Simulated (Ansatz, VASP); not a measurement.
One calculation of SnSe, two programs

Contents of POSCAR:

```
SnSe
1.0
    4.2853274191      0.0000000000      0.0000000000
    0.0000000000      4.2853274191      0.0000000000
    0.0000000000      0.0000000000     10.9906921300
Sn Se
2 2
Direct
    0.0000000000      0.5000000000      0.6277708900
    0.5000000000      0.0000000000      0.3722291100
    0.0000000000      0.5000000000      0.3839605100
    0.5000000000      0.0000000000      0.6160394900
```

The input INCAR.step1:

```
ALGO     = Normal         # electronic algorithm
EDIFF    = 1E-5           # SCF threshold, eV
ENCUT    = 520            # plane-wave cutoff, eV
GGA      = PE             # functional
ISIF     = 2              # what is computed and relaxed
ISMEAR   = -1             # smearing method
LASPH    = True           # aspherical terms in the spheres
LCHARG   = False          # write CHGCAR
LREAL    = False          # projectors in reciprocal space
LWAVE    = True           # write WAVECAR
NBANDS   = 28             # bands
NELM     = 80             # most SCF steps
PREC     = Accurate       # precision mode
SIGMA    = 0.05           # smearing width, eV
```

The input INCAR.step2:

```
AEXX     = 0.25           # exact-exchange fraction
ALGO     = Normal         # electronic algorithm
EDIFF    = 1E-6           # SCF threshold, eV
ENCUT    = 520            # plane-wave cutoff, eV
GGA      = PE             # functional
HFSCREEN = 0.2            # screening, 1/A
ISIF     = 2              # what is computed and relaxed
ISMEAR   = -1             # smearing method
ISTART   = 1            
LASPH    = True           # aspherical terms in the spheres
LCHARG   = False          # write CHGCAR
LHFCALC  = True           # exact exchange
LREAL    = False          # projectors in reciprocal space
LWAVE    = False          # write WAVECAR
NBANDS   = 28             # bands
NELM     = 80             # most SCF steps
PREC     = Accurate       # precision mode
PRECFOCK = Normal       
SIGMA    = 0.05           # smearing width, eV
```

The input KPOINTS:

```
k-points
0
Gamma
  3 3 2
```

The input input.yaml:

```yaml
crystal:
  lattice:
    - [4.2853274191, 0.0, 0.0]
    - [0.0, 4.2853274191, 0.0]
    - [0.0, 0.0, 10.99069213]
  atoms:
    - { symbol: Sn, position: [0.0, 0.5, 0.62777089] }
    - { symbol: Sn, position: [0.5, 0.0, 0.37222911] }
    - { symbol: Se, position: [0.0, 0.5, 0.38396051] }
    - { symbol: Se, position: [0.5, 0.0, 0.61603949] }
hamiltonian:
  xc: { exchange: pbe, correlation: pbe, exx: { coeff: 0.25, omega: 0.2 } }
  pseudopotentials: { kind: paw }
kpoints:
  mp_grid: { grid: [3, 3, 2] }
scf:
  occupations: { method: fermi_dirac, width: 0.05 }
output:
  forces: true
  stress: true
  eigenvalues: true
```

Alike in both runs: task single point; functional PBE-based screened hybrid; k mesh 3 × 3 × 2; occupations fermi-dirac, width 0.05 eV; no spin polarisation.

```csv
,VASP,Ansatz
version,VASP 6.6.1,Ansatz 0.2.0
potentials or method,"VASP PAW PBE potentials, release 64 (Sn_d, Se)",Ansatz PAW
plane-wave cutoff (eV),520,420
valence electrons in the cell,40,60
```

VASP gave:

* gap on the k mesh at the Fermi level (eV): 2.03
* least direct gap on the mesh (eV): 2.03
* rms of the force components (eV/Å): 0.150

Task: Estimate Ansatz's values.

Result: gap on the k mesh at the Fermi level (eV): 2.02; least direct gap on the mesh (eV): 2.02; rms of the force components (eV/Å): 0.148.

VASP's potentials were made for PBE, not for PBE-based screened hybrid. Atom by atom the forces differ by 0.002 eV/Å (rms over components). VASP's potentials hold 40 valence electrons a cell and Ansatz's 60, so a difference there can come from the potentials and not from the codes.

The k mesh is coarse, so the values compare programs but aren't converged. Noted on Ansatz's run: odd divisions of the mesh miss points on the zone boundary, where band edges often lie, so the gap on the mesh can be too wide.
